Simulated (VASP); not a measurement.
# Pd (Imm2) in VASP: a series of runs

Runs on Pd. Level: LDA. Tasks: single point.

Everything below comes from runs of VASP 6.6.1. Logs are shortened: lines on timing, memory, paths and dates and some standing lists are left out, and cuts for length are marked.

## Step 1: The cell of the first run

The structure is orthorhombic, space group Imm2 (No. 44). Conventional cell: a = 5.506 Å, b = 7.786 Å, c = 5.506 Å, α = 90.00°, β = 90.00°, γ = 90.00°. Pd (site symmetry mm2) has 12 Pd at 2.43 to 3.31 Å within 3.4 Å. Pd (site symmetry 1) has 10 Pd at 2.43 to 3.31 Å within 3.4 Å. Within 3.6 Å of Pd (site symmetry mm2) lie 12 Pd at 2.75 to 2.90 Å. Within 3.6 Å of Pd (site symmetry mm2) lie 12 Pd at 2.75 to 3.31 Å.

## Step 2: Single point, LDA

The input, INCAR:

```
SYSTEM = Pd
PREC = Accurate
ENCUT = 400
EDIFF = 1E-6
ISMEAR = 0
SIGMA = 0.1
LREAL = .FALSE.
LASPH = .TRUE.
NELM = 120
ALGO = Normal
ISIF = 2
LWAVE = .FALSE.
LCHARG = .FALSE.
NBANDS = 44
GGA_COMPAT = .FALSE.
```

The input, KPOINTS:

```
Automatic mesh
0
G
  3 3 3
  0 0 0
```

The input, POSCAR:

```
Pd
1.0
    0.0000000000      3.8930000000      3.8930000000
    3.8930000000      0.0000000000      3.8930000000
    3.8930000000      3.8930000000      0.0000000000
Pd
7
Direct
    0.0000000000      0.0000000000      0.1666665810
    0.0000000000      0.5000000000      0.0000000000
    0.0000000000      0.5000000000      0.5000000000
    0.5000000000      0.0000000000      0.0000000000
    0.5000000000      0.0000000000      0.5000000000
    0.5000000000      0.5000000000      0.0000000000
    0.5000000000      0.5000000000      0.5000000000
```

Potentials or basis: VASP PAW LDA potentials, release 64 (Pd).

Launch:

```bash
$ cat potpaw_LDA.64/Pd/POTCAR > POTCAR
$ mpirun -np 1 vasp_std > vasp.out
```

OUTCAR:

```text
SYSTEM = Pd
   PREC = Accurate
   ENCUT = 400
   EDIFF = 1E-6
   ISMEAR = 0
   LREAL = .FALSE.
   LASPH = .TRUE.
   NELM = 120
   ISIF = 2

 ion  position               nearest neighbor table
   1  0.000  0.000  0.167-   2 2.43   4 2.43   3 2.43   5 2.43   6 2.90   6 2.90   3 3.31   5 3.31
                             2 3.31   4 3.31   7 3.31   7 3.31
   2  0.000  0.500  0.000-   1 2.43   6 2.75   3 2.75   7 2.75   3 2.75   4 2.75   4 2.75   6 2.75
                             7 2.75   1 3.31
   3  0.000  0.500  0.500-   1 2.43   2 2.75   7 2.75   2 2.75   6 2.75   5 2.75   5 2.75   6 2.75
                             7 2.75   1 3.31
   4  0.500  0.000  0.000-   1 2.43   6 2.75   5 2.75   7 2.75   2 2.75   6 2.75   7 2.75   5 2.75
                             2 2.75   1 3.31
   5  0.500  0.000  0.500-   1 2.43   4 2.75   7 2.75   4 2.75   6 2.75   3 2.75   6 2.75   7 2.75
                             3 2.75   1 3.31
   6  0.500  0.500  0.000-   2 2.75   4 2.75   7 2.75   3 2.75   5 2.75   7 2.75   4 2.75   5 2.75
                             2 2.75   3 2.75   1 2.90   1 2.90
   7  0.500  0.500  0.500-   3 2.75   5 2.75   6 2.75   2 2.75   4 2.75   6 2.75   4 2.75   5 2.75
                             2 2.75   3 2.75   1 3.31   1 3.31

  LATTYP: Found a face centered cubic cell.
 ALAT       =     7.7860000000

  Lattice vectors:

 A1 = (   0.0000000000,   3.8930000000,   3.8930000000)
 A2 = (   3.8930000000,   0.0000000000,   3.8930000000)
 A3 = (   3.8930000000,   3.8930000000,   0.0000000000)

Analysis of symmetry for initial positions (statically):
=====================================================================
 Subroutine PRICEL returns:
 Original cell was already a primitive cell.

 Routine SETGRP: Setting up the symmetry group for a
 face centered cubic supercell.

 Subroutine GETGRP returns: Found  4 space group operations
 (whereof  4 operations were pure point group operations)
 out of a pool of 48 trial point group operations.

The static configuration has the point symmetry C_2v.

Analysis of symmetry for dynamics (positions and initial velocities):
=====================================================================
 Subroutine PRICEL returns:
 Original cell was already a primitive cell.

 Routine SETGRP: Setting up the symmetry group for a
 face centered cubic supercell.

 Subroutine GETGRP returns: Found  4 space group operations
 (whereof  4 operations were pure point group operations)
 out of a pool of 48 trial point group operations.

The dynamic configuration has the point symmetry C_2v.

 Subroutine INISYM returns: Found  4 space group operations
 (whereof  4 operations are pure point group operations),
 and found     1 'primitive' translations

----------------------------------------------------------------------------------------

                                     Primitive cell

  volume of cell :     118.0003

  direct lattice vectors                    reciprocal lattice vectors
     0.000000000  3.893000000  3.893000000    -0.128435654  0.128435654  0.128435654
     3.893000000  0.000000000  3.893000000     0.128435654 -0.128435654  0.128435654
     3.893000000  3.893000000  0.000000000     0.128435654  0.128435654 -0.128435654

  length of vectors
     5.505533398  5.505533398  5.505533398     0.222457078  0.222457078  0.222457078

  position of ions in fractional coordinates (direct lattice)
     0.000000000  0.000000000  0.166666581
     0.000000000  0.500000000  0.000000000
     0.000000000  0.500000000  0.500000000
     0.500000000  0.000000000  0.000000000
     0.500000000  0.000000000  0.500000000
     0.500000000  0.500000000  0.000000000
     0.500000000  0.500000000  0.500000000

  ion indices of the primitive-cell ions
   primitive index   ion index
                 1           1
                 2           2
                 3           3
                 4           4
                 5           5
                 6           6
                 7           7

----------------------------------------------------------------------------------------

 KPOINTS: Automatic mesh

Automatic generation of k-mesh.
 Grid dimensions read from file:
 generate k-points for:    3    3    3

 Generating k-lattice:

  Cartesian coordinates                     Fractional coordinates (reciprocal lattice)
    -0.042811885  0.042811885  0.042811885     0.333333333  0.000000000  0.000000000
     0.042811885 -0.042811885  0.042811885     0.000000000  0.333333333  0.000000000
     0.042811885  0.042811885 -0.042811885     0.000000000  0.000000000  0.333333333

  Length of vectors
     0.074152359  0.074152359  0.074152359

  Shift w.r.t. Gamma in fractional coordinates (k-lattice)
     0.000000000  0.000000000  0.000000000

 Subroutine IBZKPT returns following result:
 ===========================================

 Found      8 irreducible k-points:

 Following reciprocal coordinates:
            Coordinates               Weight
  0.000000  0.000000  0.000000      1.000000
  0.333333  0.000000  0.000000      4.000000
  0.000000  0.000000  0.333333      4.000000
  0.333333  0.333333  0.000000      2.000000
  0.000000  0.333333  0.333333      4.000000
 -0.333333  0.333333  0.000000      2.000000
  0.000000 -0.333333  0.333333      8.000000
  0.333333  0.333333 -0.333333      2.000000
   k-points           NKPTS =      8   k-points in BZ     NKDIM =      8   number of bands    NBANDS=     44
   number of dos      NEDOS =    301   number of ions     NIONS =      7
   total plane-waves  NPLWV =  46656
   dimension x,y,z NGX =    36 NGY =   36 NGZ =   36
   dimension x,y,z NGXF=    72 NGYF=   72 NGZF=   72
   ions per type =               7
   NGX,Y,Z   is equivalent  to a cutoff of  10.87, 10.87, 10.87 a.u.
   NGXF,Y,Z  is equivalent  to a cutoff of  21.74, 21.74, 21.74 a.u.
 SYSTEM =  Pd
   PREC   = accura    normal or accurate (medium, high low for compatibility)
   ISTART =      0    job   : 0-new  1-cont  2-samecut
   ICHARG =      2    charge: 1-file 2-atom 10-const
   ISPIN  =      1    spin polarized calculation?
   LNONCOLLINEAR =      F non collinear calculations
   LSORBIT =      F    spin-orbit coupling
   LASPH  =      T    aspherical Exc in radial PAW
   ENCUT  =  400.0 eV  29.40 Ry    5.42 a.u.   8.98  8.98  8.98*2*pi/ulx,y,z
   NELM   =    120;   NELMIN=  2; NELMDL= -5     # of ELM steps
   EDIFF  = 0.1E-05   stopping-criterion for ELM
   LREAL  =      F    real-space projection
   EDIFFG = 0.1E-04   stopping-criterion for IOM
   NSW    =      0    number of steps for IOM
   IBRION =     -1    ionic relax: 0-MD 1-quasi-New 2-CG
   NFREE  =      0    steps in history (QN), initial steepest desc. (CG)
   ISIF   =      2    stress and relaxation
   ISYM   =      2    0-nonsym 1-usesym 2-fastsym
   POTIM  = 0.5000    time-step for ionic-motion
   TEBEG  =    0.0;   TEEND  =   0.0 temperature during run
   PSTRESS=    0.0 pullay stress
   NELECT =      70.0000    total number of electrons
   NUPDOWN=      -1.0000    fix difference up-down
   EMIN   =  10.00;   EMAX   =-10.00  energy-range for DOS
   EFERMI =   0.00;   METHOD = LEGACY
   ISMEAR =     0;   SIGMA  =   0.10  broadening in eV -4-tet -1-fermi 0-gaus
   EFERMI_NEDOS =   21; number of points for ismear=-14 and -15
   IALGO  =     38    algorithm
   IMIX   =      4    mixing-type and parameters
     AMIX     =   0.40;   BMIX     =  1.00
     AMIX_MAG =   1.60;   BMIX_MAG =  1.00
  volume/ion in A,a.u.               =      16.86       113.76
  Fermi-wavevector in a.u.,A,eV,Ry     =   1.375561  2.599433 25.744500  1.892167
  Thomas-Fermi vector in A             =   2.500885
   LORBIT       =      0    0 simple, 1 ext, 2 COOP (PROOUT), +10 PAW based schemes
   GGA     = CA    functional components
   LHFCALC =     F    Hartree Fock is set to
   AEXX    =    0.0000 exact exchange contribution
   IVDW    =     0    specifies the selected vdW correction
   LEPSILON=     F    determine dielectric tensor
   LRPA    =     F    only Hartree local field effects (RPA)
 non-spin polarized calculation
 Gauss-broadening in eV      SIGMA  =   0.10
  energy-cutoff  :      400.00
  volume of cell :      118.00
 maximum number of plane-waves:      2139
   NGX = 17   NGY = 17   NGZ = 17

 number of electron      69.9999975 magnetization

 Free energy of the ion-electron system (eV)
  ---------------------------------------------------
  ext. energy  EPLUGINS =         0.00000000
  ---------------------------------------------------
  free energy    TOTEN  =       -42.73263992 eV

  energy without entropy =      -42.68886716  energy(sigma->0) =      -42.71075354

 E-fermi :   7.6073     XC(G=0): -12.5666

 val. band max:        7.5910184678   @ k =   0.0000   0.0000   0.0000
 cond. band min:       7.6164989566   @ k =   0.3333   0.0000   0.0000
 fundamental gap:      0.0254804888
 Fermi energy:         7.6072668393

 k-point     1 :       0.0000    0.0000    0.0000
  band No.  band energies     occupation
      1       1.0372      2.00000
      2       2.1931      2.00000
      3       2.3994      2.00000
      4       2.6344      2.00000
      5       2.6631      2.00000
      6       2.7671      2.00000
[... 36 lines left out ...]
     43      12.6390      0.00000
     44      14.0210      0.00000

 k-point     2 :       0.3333    0.0000    0.0000
  band No.  band energies     occupation
      1       1.8648      2.00000
      2       2.6118      2.00000
      3       2.8002      2.00000
      4       2.8267      2.00000
      5       2.9478      2.00000
      6       3.1833      2.00000
[... 36 lines left out ...]
     43      12.7161      0.00000
     44      14.8560      0.00000

 k-point     3 :       0.0000    0.0000    0.3333
  band No.  band energies     occupation
      1       1.8795      2.00000
      2       2.5383      2.00000
      3       2.6975      2.00000
      4       2.9172      2.00000
      5       3.0111      2.00000
      6       3.3095      2.00000
[... 224 lines left out ...]
     43      14.4950      0.00000
     44      15.0660      0.00000

 k-point     8 :       0.3333    0.3333   -0.3333
  band No.  band energies     occupation
      1       2.6903      2.00000
      2       2.9615      2.00000
      3       3.0504      2.00000
      4       3.2432      2.00000
      5       3.4453      2.00000
      6       3.4618      2.00000
[... 36 lines left out ...]
     43      14.4944      0.00000
     44      15.0261      0.00000

------------------------ aborting loop because EDIFF is reached ----------------------------------------

  FORCE on cell =-STRESS in cart. coord.  units (eV):
  Direction    XX          YY          ZZ          XY          YZ          ZX
  --------------------------------------------------------------------------------------
  -------------------------------------------------------------------------------------
  Total       -9.1114971     -9.1114971     -2.6088373     -1.8567235      0.0000000      0.0000000
  in kB     -123.7135068   -123.7135068    -35.4221050    -25.2101021      0.0000000      0.0000000
  external PRESSURE =     -94.2830396 kB  Pullay stress =       0.0000000 kB

 VOLUME and BASIS-vectors are now :
 -----------------------------------------------------------------------------
  energy-cutoff  :      400.00
  volume of cell :      118.00
      direct lattice vectors                 reciprocal lattice vectors
     0.000000000  3.893000000  3.893000000    -0.128435654  0.128435654  0.128435654
     3.893000000  0.000000000  3.893000000     0.128435654 -0.128435654  0.128435654
     3.893000000  3.893000000  0.000000000     0.128435654  0.128435654 -0.128435654

 POSITION                                       TOTAL-FORCE (eV/Angst)
 -----------------------------------------------------------------------------------
      0.64883      0.64883      0.00000        -0.880957     -0.880957      0.000000
      1.94650      0.00000      1.94650         0.731750     -0.301593      1.160991
      3.89300      1.94650      1.94650        -0.301593      0.731750     -1.160991
      0.00000      1.94650      1.94650        -0.301593      0.731750      1.160991
      1.94650      3.89300      1.94650         0.731750     -0.301593     -1.160991
      1.94650      1.94650      3.89300        -0.019664     -0.019664      0.000000
      3.89300      3.89300      3.89300         0.040308      0.040308      0.000000
 -----------------------------------------------------------------------------------
    total drift:                               -0.000424     -0.000424      0.000002

  FREE ENERGIE OF THE ION-ELECTRON SYSTEM (eV)
  ---------------------------------------------------
  free  energy   TOTEN  =       -42.7326399235 eV

  energy  without entropy=      -42.6888671610  energy(sigma->0) =      -42.71075354
```

Wall time 14 s (1 thread of Intel Xeon 6975P-C (Granite Rapids), shared host); peak memory 0.17 GiB.

What came out:

```
Free energy            : -42.7326 eV
Pressure               : -9.4 GPa
Largest force          : 1.405 eV/Å
Band gap on the k mesh : zero (bands 35 and 36 overlap by 0.58 eV)
```

Forces on the atoms (eV/Å):
```
Pd  -0.881 -0.881  0.000
Pd   0.732 -0.302  1.161
Pd  -0.302  0.732 -1.161
Pd  -0.302  0.732  1.161
Pd   0.732 -0.302 -1.161
Pd  -0.020 -0.020  0.000
Pd   0.040  0.040  0.000
```

Stress tensor (GPa, compression positive):
```
-12.37  -2.52   0.00
 -2.52 -12.37   0.00
  0.00   0.00  -3.54
```

Levels at points of the mesh, in eV from the Fermi level:
| k point | band 30 | band 31 | band 32 | band 33 | band 34 | band 35 | band 36 | band 37 | band 38 | band 39 |
| --- | --- | --- | --- | --- | --- | --- | --- | --- | --- | --- |
| (0.00, 0.00, 0.00) | 0.08 | 0.09 | 0.13 | 0.21 | 0.22 | 0.39 | 0.47 | 1.44 | 1.89 | 2.17 |

Caveat: the k points lie up to 0.47 Å⁻¹ apart, too coarse for converged energies and pressures of a metal; forces of over 1 eV/Å act on the atoms, so gaps and moduli don't describe the material at rest.

(Continued in part 2 of 2.)

The gap in the log of VASP goes by the Fermi energy; the results here count the filled bands.